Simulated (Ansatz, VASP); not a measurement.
# Two plane-wave programs on BN

The input POSCAR:

```
BN
1.0
    1.2756600336      0.7365020281      3.4390867556
   -1.2756600336      0.7365020281      3.4390867556
    0.0000000000     -1.4730050758      3.4390867556
B N
1 1
Direct
    0.9996710000      0.9996710000      0.9996710000
    0.3327620000      0.3327620000      0.3327620000
```

INCAR.step1

```
PREC = Accurate
ENCUT = 520
ISMEAR = 0
SIGMA = 0.01
LREAL = False
LASPH = True
NELM = 100
NBANDS = 11
GGA = PE
ALGO = Normal
EDIFF = 1E-4
LWAVE = True
LCHARG = False
```

Contents of INCAR.step2:

```
PREC = Accurate
ENCUT = 520
EDIFF = 1E-6
ISMEAR = 0
SIGMA = 0.01
LREAL = False
LASPH = True
NELM = 100
ALGO = Normal
ISIF = 2
LWAVE = False
LCHARG = False
METAGGA = R2SCAN
LMIXTAU = True
IVDW = 13
VDW_S6 = 1.0
VDW_S8 = 0.6018749
VDW_A1 = 0.51559235
VDW_A2 = 5.77342911
NBANDS = 11
ISTART = 1
```

KPOINTS

```
Automatic mesh
0
Gamma
  10 10 10
```

Input for Ansatz:

```yaml
crystal:
  lattice:
    - [1.275660033614528, 0.7365020280843515, 3.4390867555838556]
    - [-1.275660033614528, 0.7365020280843515, 3.4390867555838556]
    - [0.0, -1.4730050757815256, 3.4390867555838556]
  atoms:
    - { symbol: B, position: [0.999671, 0.999671, 0.999671] }
    - { symbol: "N", position: [0.332762, 0.332762, 0.332762] }
basis:
  ecutwfc: 600.0
kpoints:
  mp_grid:
    grid: [10, 10, 10]
hamiltonian:
  xc: r2scan
  dispersion: d4
  pseudopotentials:
    kind: paw
scf:
  occupations:
    method: fixed
output:
  stress: true
```

Alike in both runs: task single point; functional r2SCAN; dispersion D4; k mesh 10 × 10 × 10; no spin polarisation.

```csv
,VASP,Ansatz
version,VASP 6.6.1,Ansatz 0.2.0
potentials or method,"VASP PAW PBE potentials, release 64 (B, N), cutoff 520 eV","plane waves, PAW"
occupations,"gaussian, width 0.01 eV",fixed
valence electrons in the cell,8,8
```

|  | VASP | Ansatz | Ansatz less VASP |
| --- | --- | --- | --- |
| pressure (GPa) | -13.7 | -14.1 | -0.37 |
| traceless stress, the component that is largest in VASP (GPa) | 12.44 | 13.04 | +0.606 |

VASP's potentials were made for PBE, not for r2SCAN.
